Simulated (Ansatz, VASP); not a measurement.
# Ru2C in VASP and in Ansatz

```
Ru C
1.0
     4.07021    0.00000    0.00000
    -2.03510    3.52490    0.00000
     0.00000    0.00000    2.63518
Ru C
2 1
Direct
  0.33333 0.66667 0.50000
  0.66667 0.33333 0.50000
  0.00000 0.00000 0.00000
```

Alike in both runs: functional PBE; k mesh 6 × 6 × 6; occupations gaussian, width 0.1 eV; no spin polarisation.

Ansatz relaxed the structure, and its values are those at the end. VASP's run is a single point on that final structure, the one shown.

|  | VASP | Ansatz |
| --- | --- | --- |
| version | VASP 6.6.1 | Ansatz 0.2.0 |
| potentials or method | VASP PAW PBE potentials, release 64 (Ru_pv, C), cutoff 520 eV | scalar-relativistic, plane waves, PAW |
| valence electrons in the cell | 32 | 36 |

Ansatz gave:

- gap on the k mesh at the Fermi level (eV): none
- pressure (GPa): 0.0

Question: Which values does VASP return?

Answer: gap on the k mesh at the Fermi level (eV): none; pressure (GPa): 0.3.

A gap of «none» marks a metal or a gap that the smearing closes. VASP's potentials hold 32 valence electrons a cell and Ansatz's 36, so a difference there can come from the potentials and not from the codes.

The k mesh is coarse, so the values compare programs but aren't converged.
